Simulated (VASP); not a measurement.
Runs of VASP 6.6.1 on WSe. The structure is that of space group Pm-3m (No. 221), or close to it. The cells are those of the table. 

| task | spin | cell | k mesh | cutoff (eV) | gap on the mesh (eV) | pressure (GPa) | moment (μB) |
| --- | --- | --- | --- | --- | --- | --- | --- |
| single point | off | a = 3.131 Å, 2 atoms | 18 × 18 × 18 | 520 | none | 0.6 | - |
| single point | collinear, ferrimagnetic start | a = 3.131 Å, 2 atoms | 6 × 6 × 6 | 520 | none | (a) | 0.00 |
| single point | off | a = 3.511 Å, 2 atoms | 6 × 6 × 6 | 520 | none | -32.7 | - |
| relaxation of cell and atoms | collinear, ferrimagnetic start | relaxed from a = 3.511 Å, 2 atoms | 6 × 6 × 6 | 600 | none | 0.0 | 0.00 |

Alike in all rows: level r2SCAN; potentials or basis VASP PAW PBE potentials, release 64 (W_sv, Se); smearing gaussian 0.1 eV.

Question: Estimate the missing entries.

Answer: (a) 0.7.

Caveats: the PAW data sets were made with another functional, which shifts forces and pressure a little; spin-orbit coupling is left out, which moves the levels of the heavy elements.

A k mesh can miss the band edges, and the runs leave out spin-orbit coupling on Se, W.

A gap of «none» marks levels without a gap at the run's occupations.
